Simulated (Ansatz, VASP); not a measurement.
## GaS: VASP beside Ansatz

```
Ga S
1.0
     3.57951    0.00000    0.00000
    -1.78975    3.09994    0.00000
     0.00000    0.00000   15.56312
Ga S
4 4
Direct
  0.33333 0.66667 0.17170
  0.66667 0.33333 0.67170
  0.33333 0.66667 0.32830
  0.66667 0.33333 0.82830
  0.33333 0.66667 0.60286
  0.66667 0.33333 0.10286
  0.33333 0.66667 0.89714
  0.66667 0.33333 0.39714
```

Alike in both runs: task single point; functional r2SCAN; k mesh 12 × 12 × 2; no spin polarisation.

|  | VASP | Ansatz |
| --- | --- | --- |
| version | VASP 6.6.1 | Ansatz 0.2.0 |
| potentials or method | VASP PAW PBE potentials, release 64 (Ga_d, S) | plane waves, PAW |
| plane-wave cutoff (eV) | 550 | 500 |
| occupations | gaussian, width 0.01 eV | fixed |
| valence electrons in the cell | 76 | 76 |

```tsv
	VASP	Ansatz	Ansatz less VASP
gap on the k mesh at the Fermi level (eV)	1.92	1.91	-0.010
pressure (GPa)	0.8	0.8	-0.04
rms of the force components (eV/Å)	0.009	0.016	+0.0069
```

VASP's potentials were made for PBE, not for r2SCAN. Atom by atom the forces differ by 0.012 eV/Å (rms over components).
